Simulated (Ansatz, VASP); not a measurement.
**Al3GaAs4 in VASP and in Ansatz**

Contents of INCAR:

```
SYSTEM = Al3GaAs4
ALGO = Normal ; EDIFF = 1E-7
EDIFFG = -0.04 ; ENCUT = 600
GGA = PE ; IBRION = 2
ISIF = 3 ; ISMEAR = 0
LASPH = .TRUE. ; LCHARG = .FALSE.
LREAL = .FALSE. ; LWAVE = .FALSE.
NELM = 80 ; NSW = 90
PREC = Accurate ; SIGMA = 0.1
```

The input KPOINTS:

```
k-points
0
G
  4 2 4
  0 0 0
```

File POSCAR:

```
Al3GaAs4
1.0
    3.8458615300      0.0000000000      0.0000000000
    0.0000000000      7.6917230500      0.0000000000
    0.0000000000      0.0000000000      5.4388695300
Al Ga As
3 1 4
Direct
    0.0000000000      0.7500000000      0.0000000000
    0.0000000000      0.2500000000      0.0000000000
    0.5000000000      0.5000000000      0.5000000000
    0.5000000000      0.0000000000      0.5000000000
    0.0000000000      0.0000000000      0.2500000000
    0.5000000000      0.2500000000      0.7500000000
    0.0000000000      0.5000000000      0.2500000000
    0.5000000000      0.7500000000      0.7500000000
```

Input for Ansatz:

```yaml
crystal:
  lattice:
    - [3.84586153, 0.0, 0.0]
    - [0.0, 7.69172305, 0.0]
    - [0.0, 0.0, 5.43886953]
  atoms:
    - { symbol: Al, position: [0.0, 0.75, 0.0] }
    - { symbol: Al, position: [0.0, 0.25, 0.0] }
    - { symbol: Al, position: [0.5, 0.5, 0.5] }
    - { symbol: Ga, position: [0.5, 0.0, 0.5] }
    - { symbol: As, position: [0.0, 0.0, 0.25] }
    - { symbol: As, position: [0.5, 0.25, 0.75] }
    - { symbol: As, position: [0.0, 0.5, 0.25] }
    - { symbol: As, position: [0.5, 0.75, 0.75] }
basis:
  ecutwfc: 420
kpoints:
  mp_grid: { grid: [4, 2, 4] }
hamiltonian:
  xc: pbe
scf:
  occupations: { method: gaussian, width: 0.1 }
  lower_state_search: "off"
output:
  forces: true
  stress: true
  eigenvalues: true
relax:
  adjacent_minimum: "off"
  f_tol: 0.04
  max_steps: 70
  cell: { stress_tol: 0.4 }
```

Alike in both runs: task relaxation of cell and atoms; functional PBE; k mesh 4 × 2 × 4; occupations gaussian, width 0.1 eV; no spin polarisation.

|  | VASP | Ansatz |
| --- | --- | --- |
| version | VASP 6.6.1 | Ansatz 0.2.0 |
| potentials or method | VASP PAW PBE potentials, release 64 (Al, Ga_d, As), cutoff 600 eV | scalar-relativistic, plane waves, PAW |
| valence electrons in the cell | 42 | 82 |

|  | VASP | Ansatz | Ansatz less VASP |
| --- | --- | --- | --- |
| gap on the k mesh at the Fermi level, each at its own relaxed structure (eV) | 1.26 | 1.26 | 0.000 |
| relaxed volume (Å³/atom) | 23.56 | 23.54 | -0.024 |
| relaxed length of the cell vector where the two differ most in proportion (Å) | 5.677 | 5.672 | -0.0048 |

VASP's potentials hold 42 valence electrons a cell and Ansatz's 82, so a difference there can come from the potentials and not from the codes.

Noted on VASP's run: the volume moved by over 15 % at a fixed basis, so the end points are rough.
